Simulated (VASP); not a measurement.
Input of a VASP 6.6.1 run:

The input INCAR:

```
SYSTEM = GeSb4Te4
PREC     = Accurate       ! precision mode
ENCUT    = 520            ! plane-wave cutoff, eV
EDIFF    = 1E-6           ! SCF threshold, eV
ISMEAR   = 0              ! smearing method
SIGMA    = 0.03           ! smearing width, eV
LREAL    = .FALSE.        ! projectors in reciprocal space
LASPH    = .TRUE.         ! aspherical terms in the spheres
NELM     = 60             ! most SCF steps
ALGO     = Normal         ! electronic algorithm
ISIF     = 2              ! what is computed and relaxed
LWAVE    = .FALSE.        ! write WAVECAR
LCHARG   = .FALSE.        ! write CHGCAR
GGA      = PE             ! functional
NBANDS   = 39             ! bands
```

The input KPOINTS:

```
Automatic mesh
0
G
  9 9 2
  0 0 0
```

The input POSCAR:

```
GeSb4Te4
1.0
   -4.3299846501      0.0000000000      0.0000000000
   -2.1649923251     -3.7498767050      0.0000000000
    0.0000000000      0.0000000000     17.6486093019
Ge Sb Te
1 4 4
Direct
    0.0000000000      0.0000000000      0.0000000000
    0.3333333333      0.3333333333      0.5440991990
    0.6666666667      0.6666666667      0.4559008010
    0.6666666667      0.6666666667      0.7907683509
    0.3333333333      0.3333333333      0.2092316491
    0.3333333333      0.3333333333      0.9045184789
    0.6666666667      0.6666666667      0.0954815211
    1.0000000000      1.0000000000      0.6939667137
    0.0000000000      0.0000000000      0.3060332863
```

Potentials or basis: VASP PAW PBE potentials, release 64 (Ge_d, Sb, Te).

Command:

```sh
$ cat potpaw_PBE.64/Ge_d/POTCAR potpaw_PBE.64/Sb/POTCAR potpaw_PBE.64/Te/POTCAR > POTCAR
$ mpirun -np 1 vasp_std > vasp.out
```

(1) Predict the largest force.

(2) Predict the band gap on the k mesh.

(3) Estimate the pressure.

Answers

(1) 0.046 eV/Å.

(2) 0.13 eV, indirect (least direct gap 0.14 eV).

(3) 0.0 GPa.

Caveat: spin-orbit coupling is left out, which moves the levels of the heavy elements.
